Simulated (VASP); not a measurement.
MoH6:

```
H Mo
1.0
    -2.49000    2.49000    2.49000
     2.49000   -2.49000    2.49000
     2.49000    2.49000   -2.49000
H Mo
6 1
Direct
  0.25000 0.75000 0.50000
  0.25000 0.50000 0.75000
  0.50000 0.25000 0.75000
  0.75000 0.25000 0.50000
  0.50000 0.75000 0.25000
  0.75000 0.50000 0.25000
  0.00000 0.00000 0.00000
```

| Quantity | Value |
| --- | --- |
| Program | VASP 6.6.1 |
| Task | relaxation of cell and atoms |
| Functional | PBE |
| Potentials or basis | VASP PAW PBE potentials, release 64 (H, Mo_sv) |
| Cutoff | 500 eV |
| k mesh | 3 × 3 × 3 |
| Occupations | gaussian, width 0.15 eV |
| Spin | no spin polarisation |

At the start: pressure -28.9 GPa; volume 8.82 Å³/atom.

How do energy, volume and symmetry change on relaxing?

Over 7 steps the energy falls by 703.9 meV/atom and the volume is 4.42 Å³/atom (-49.9 %); space group Im-3m (No. 229, to 0.05 Å).

The path:
| step | energy change (eV) | largest force (eV/Å) | pressure (GPa) | volume (Å³) |
| --- | --- | --- | --- | --- |
| 1 | 0.0000 | 0.0000 | -28.89 | 61.75 |
| 2 | -2.4756 | 0.0000 | -30.60 | 48.60 |
| 3 | -1.4697 | 0.0000 | 149.66 | 20.56 |
| 4 | -4.3742 | 0.0000 | -22.23 | 37.69 |
| 5 | -4.8100 | 0.0000 | 16.28 | 28.43 |
| 6 | -4.9212 | 0.0000 | -3.16 | 31.53 |
| 7 | -4.9274 | 0.0000 | -0.30 | 30.96 |

Final structure:
```yaml
crystal:
  lattice:
    - [-1.97820, 1.97820, 1.97820]
    - [1.97820, -1.97820, 1.97820]
    - [1.97820, 1.97820, -1.97820]
  atoms:
    - { symbol: H, position: [0.25000, 0.75000, 0.50000] }
    - { symbol: H, position: [0.25000, 0.50000, 0.75000] }
    - { symbol: H, position: [0.50000, 0.25000, 0.75000] }
    - { symbol: H, position: [0.75000, 0.25000, 0.50000] }
    - { symbol: H, position: [0.50000, 0.75000, 0.25000] }
    - { symbol: H, position: [0.75000, 0.50000, 0.25000] }
    - { symbol: Mo, position: [0.00000, 0.00000, 0.00000] }
```

Caveat: the k points lie up to 0.75 Å⁻¹ apart in the final cell; the volume moved by over 15 % at a fixed basis, so the end points are rough.
